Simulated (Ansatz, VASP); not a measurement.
# SiC: VASP beside Ansatz

File INCAR:

```
ALGO = Normal
EDIFF = 1E-6
ENCUT = 520
GGA = PE
ISIF = 2
ISMEAR = 0
LASPH = True
LCHARG = False
LREAL = False
LWAVE = False
NBANDS = 36
NELM = 60
PREC = Accurate
SIGMA = 0.01
```

KPOINTS

```
k-points
0
Gamma
  2 2 2
```

POSCAR

```
SiC
1.0
    0.0000000000      0.0000000000      5.0742922929
    4.6379047741     -2.6776955698      0.0000000000
    0.0000000000      5.3553911397      0.0000000000
Si C
6 6
Direct
    0.4995817072      0.0000000000      0.3333333333
    0.4995817072      0.6666666667      0.6666666667
    0.4995817072      0.3333333333      1.0000000000
    0.9995817072      0.3333333333      0.3333333333
    0.9995817072      0.0000000000      0.6666666667
    0.9995817072      0.6666666667      1.0000000000
    0.8754182928      0.0000000000      0.3333333333
    0.8754182928      0.6666666667      0.6666666667
    0.8754182928      0.3333333333      1.0000000000
    0.3754182928      0.3333333333      0.3333333333
    0.3754182928      0.0000000000      0.6666666667
    0.3754182928      0.6666666667      1.0000000000
```

Input for Ansatz:

```yaml
crystal:
  lattice:
    - [0.0, 0.0, 5.0742922929]
    - [4.6379047741, -2.6776955698, 0.0]
    - [0.0, 5.3553911397, 0.0]
  atoms:
    - { symbol: Si, position: [0.4995817072, 0.0, 0.3333333333] }
    - { symbol: Si, position: [0.4995817072, 0.6666666667, 0.6666666667] }
    - { symbol: Si, position: [0.4995817072, 0.3333333333, 1.0] }
    - { symbol: Si, position: [0.9995817072, 0.3333333333, 0.3333333333] }
    - { symbol: Si, position: [0.9995817072, 0.0, 0.6666666667] }
    - { symbol: Si, position: [0.9995817072, 0.6666666667, 1.0] }
    - { symbol: C, position: [0.8754182928, 0.0, 0.3333333333] }
    - { symbol: C, position: [0.8754182928, 0.6666666667, 0.6666666667] }
    - { symbol: C, position: [0.8754182928, 0.3333333333, 1.0] }
    - { symbol: C, position: [0.3754182928, 0.3333333333, 0.3333333333] }
    - { symbol: C, position: [0.3754182928, 0.0, 0.6666666667] }
    - { symbol: C, position: [0.3754182928, 0.6666666667, 1.0] }
basis:
  ecutwfc: 420
  xc_grid: 2
kpoints:
  mp_grid: { grid: [2, 2, 2], shift: [0.0, 0.0, 0.0] }
hamiltonian:
  xc: pbe
scf:
  occupations: { method: gaussian, width: 0.01 }
output:
  forces: true
  stress: true
  eigenvalues: true
  write_density: true
  write_potential: true
  elf: true
  volumetric_format: npy
```

Alike in both runs: task single point; functional PBE; k mesh 2 × 2 × 2; occupations gaussian, width 0.01 eV; no spin polarisation.

|  | VASP | Ansatz |
| --- | --- | --- |
| version | VASP 6.6.1 | Ansatz 0.2.0 |
| potentials or method | VASP PAW PBE potentials, release 64 (Si, C), cutoff 520 eV | scalar-relativistic, plane waves, PAW |
| valence electrons in the cell | 48 | 48 |

```tsv
	VASP	Ansatz	Ansatz less VASP
gap on the k mesh at the Fermi level (eV)	2.30	2.30	+0.004
least direct gap on the mesh (eV)	2.30	2.30	+0.004
pressure (GPa)	-0.1	0.0	+0.03
traceless stress, the component that is largest in VASP (GPa)	0.43	0.43	-0.005
rms of the force components (eV/Å)	0.014	0.014	+0.0003
```

Atom by atom the forces differ by 0.000 eV/Å (rms over components).

The k mesh is coarse, so the values compare programs but aren't converged.
